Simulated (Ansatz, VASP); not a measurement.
One calculation of Te6Mo3H, two programs

INCAR

```
PREC = Accurate ; ENCUT = 400
EDIFF = 1E-6 ; ISMEAR = 0
SIGMA = 0.05 ; LREAL = False
LASPH = True ; NELM = 120
ALGO = Normal ; ISIF = 2
LWAVE = False ; LCHARG = False
GGA = PS ; IVDW = 12
NBANDS = 50 ; GGA_COMPAT = False
```

File KPOINTS:

```
Automatic mesh
0
Gamma
  9 9 2
```

The input POSCAR:

```
Te6Mo3H
1.0
    3.4334342720      0.0000000000      0.0000000000
   -1.7167171360      2.9734413017      0.0000000000
    0.0000000000      0.0000000000     20.7704294686
Te Mo H
6 3 1
Direct
    0.0000000000      0.0000000000      0.9125759363
    0.3333333333      0.6666666667      0.5917818730
    0.3333333333      0.6666666667      0.2333053354
    0.3333333333      0.6666666667      0.7666946646
    0.3333333333      0.6666666667      0.4082181270
    0.0000000000      0.0000000000      0.0874240637
    0.0000000000      0.0000000000      0.6791511892
    0.0000000000      0.0000000000      0.3208488108
    0.3333333333      0.6666666667      0.0000000000
   -0.3856431633     -0.1094882483      0.8356769680
```

Input for Ansatz:

```yaml
crystal:
  lattice:
    - [3.433434272, 0.0, 0.0]
    - [-1.716717136, 2.9734413017, 0.0]
    - [0.0, 0.0, 20.7704294686]
  atoms:
    - { symbol: Te, position: [0.0, 0.0, 0.9125759363] }
    - { symbol: Te, position: [0.3333333333, 0.6666666667, 0.591781873] }
    - { symbol: Te, position: [0.3333333333, 0.6666666667, 0.2333053354] }
    - { symbol: Te, position: [0.3333333333, 0.6666666667, 0.7666946646] }
    - { symbol: Te, position: [0.3333333333, 0.6666666667, 0.408218127] }
    - { symbol: Te, position: [0.0, 0.0, 0.0874240637] }
    - { symbol: Mo, position: [0.0, 0.0, 0.6791511892] }
    - { symbol: Mo, position: [0.0, 0.0, 0.3208488108] }
    - { symbol: Mo, position: [0.3333333333, 0.6666666667, 0.0] }
    - { symbol: H, position: [-0.3856431633, -0.1094882483, 0.835676968] }
basis:
  ecutwfc: 420
kpoints:
  mp_grid: { grid: [9, 9, 2] }
hamiltonian:
  xc: pbesol
  pseudopotentials: { kind: paw, azcp: { folder: soft_1 } }
  dispersion: d3bj
scf:
  occupations: { method: gaussian, width: 0.05 }
output:
  forces: true
  stress: true
  eigenvalues: true
```

Alike in both runs: task single point; functional PBEsol; dispersion D3(BJ); k mesh 9 × 9 × 2; occupations gaussian, width 0.05 eV; no spin polarisation.

```csv
,VASP,Ansatz
version,VASP 6.6.1,Ansatz 0.2.0
potentials or method,"VASP PAW PBE potentials, release 64 (Te, Mo_sv, H), cutoff 400 eV","scalar-relativistic, plane waves, PAW"
valence electrons in the cell,79,139
```

Ansatz gave:

| Quantity | Value |
| --- | --- |
| gap on the k mesh at the Fermi level (eV) | none |
| pressure (GPa) | 1.8 |
| traceless stress, the component that is largest in VASP (GPa) | 1.47 |
| rms of the force components (eV/Å) | 0.450 |

Task: Estimate VASP's values.

Result: gap on the k mesh at the Fermi level (eV): none; pressure (GPa): 1.7; traceless stress, the component that is largest in VASP (GPa): 1.50; rms of the force components (eV/Å): 0.466.

VASP's potentials were made for PBE, not for PBEsol, and Ansatz warns of the same on its side. Atom by atom the forces differ by 0.020 eV/Å (rms over components). A gap of «none» marks a metal or a gap that the smearing closes. VASP's potentials hold 79 valence electrons a cell and Ansatz's 139, so a difference there can come from the potentials and not from the codes.

Neither program's run includes spin-orbit coupling.
